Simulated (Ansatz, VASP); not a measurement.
One calculation of SiC, two programs

```
Si C
1.0
     0.00000    2.18987    2.18987
     2.18987    0.00000    2.18987
     2.18987    2.18987    0.00000
Si C
1 1
Direct
  0.00000 0.00000 0.00000
  0.25000 0.25000 0.25000
```

Alike in both runs: functional PBE; k mesh 16 × 16 × 16; occupations fermi-dirac, width 0.08 eV; no spin polarisation.

Ansatz relaxed the structure, and its values are those at the end. VASP's run is a single point on that final structure, the one shown.

|  | VASP | Ansatz |
| --- | --- | --- |
| version | VASP 6.6.1 | Ansatz 0.2.0 |
| potentials or method | VASP PAW PBE potentials, release 64 (Si, C) | PAW with Ansatz's default frozen-core files, scalar-relativistic |
| plane-wave cutoff (eV) | 520 | 420 |
| valence electrons in the cell | 8 | 8 |

Ansatz gave:

```
pressure (GPa) : 0.0
```

Problem. What did VASP give for the same quantities?

Solution. Pressure (GPa): -0.1.
